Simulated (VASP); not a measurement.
Here is a VASP 6.6.1 calculation.

Contents of POSCAR:

```
BaO
1.0
    0.0000000000      2.7451890000      2.7451890000
    2.7451890000      0.0000000000      2.7451890000
    2.7451890000      2.7451890000      0.0000000000
Ba O
1 1
Direct
    0.0000000000      0.0000000000      0.0000000000
    0.5000000000      0.5000000000      0.5000000000
```

Contents of INCAR.step1:

```
SYSTEM = BaO
ALGO = Normal ; EDIFF = 1E-5
ENCUT = 520 ; GGA = PE
GGA_COMPAT = .False. ; ISIF = 2
ISMEAR = -1 ; KPAR = 4
LASPH = .True. ; LCHARG = .False.
LREAL = .False. ; LWAVE = .True.
NBANDS = 15 ; NELM = 120
PREC = Accurate ; SIGMA = 0.05
```

The input INCAR.step2:

```
SYSTEM = BaO
ALGO = Normal ; EDIFF = 1E-6
ENCUT = 520 ; GGA = PE
GGA_COMPAT = .False. ; HFSCREEN = 0.2079
ISIF = 2 ; ISMEAR = -1
ISTART = 1 ; KPAR = 4
LASPH = .True. ; LCHARG = .False.
LHFCALC = .True. ; LREAL = .False.
LWAVE = .False. ; NBANDS = 15
NELM = 120 ; PREC = Accurate
PRECFOCK = Normal ; SIGMA = 0.05
```

The input KPOINTS:

```
k-points
0
Gamma
  8 8 8
  0 0 0
```

Potentials or basis: VASP PAW PBE potentials, release 64 (Ba_sv, O).

Command:

```sh
$ cat potpaw_PBE.64/Ba_sv/POTCAR potpaw_PBE.64/O/POTCAR > POTCAR
$ cp INCAR.step1 INCAR
$ mpirun -np 4 vasp_std > vasp.out
$ cp INCAR.step2 INCAR
$ mpirun -np 4 vasp_std > vasp.out
```

What does it give for the band gap on the k mesh?

3.15 eV.

What does it give for the pressure?

3.6 GPa.

Caveat: the cell stands under pressure; the PAW data sets were made with another functional, which shifts forces and pressure a little; spin-orbit coupling is left out, which moves the levels of the heavy elements. A k mesh can miss the band edges.
